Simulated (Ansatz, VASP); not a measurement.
**Two plane-wave programs on B**

```
CELL_PARAMETERS angstrom
4.20178 0.00000 0.00000
0.00000 4.20178 0.00000
0.00000 0.00000 1.91869
ATOMIC_POSITIONS crystal
B 0.20213 0.50000 0.00000
B 0.79787 0.50000 0.00000
B 0.50000 0.20213 0.00000
B 0.50000 0.79787 0.00000
```

Alike in both runs: functional PBE; k mesh 4 × 4 × 10; occupations gaussian, width 0.1 eV; no spin polarisation.

Ansatz relaxed the structure, and its values are those at the end. VASP's run is a single point on that final structure, the one shown.

|  | VASP | Ansatz |
| --- | --- | --- |
| version | VASP 6.6.1 | Ansatz 0.2.0 |
| potentials or method | VASP PAW PBE potentials, release 64 (B), cutoff 520 eV | scalar-relativistic, plane waves, PAW |
| valence electrons in the cell | 12 | 12 |

```tsv
	VASP	Ansatz	Ansatz less VASP
gap on the k mesh at the Fermi level (eV)	none	none	-
pressure (GPa)	0.0	0.0	0.00
```

A gap of «none» marks a metal or a gap that the smearing closes.

The k mesh is coarse, so the values compare programs but aren't converged.
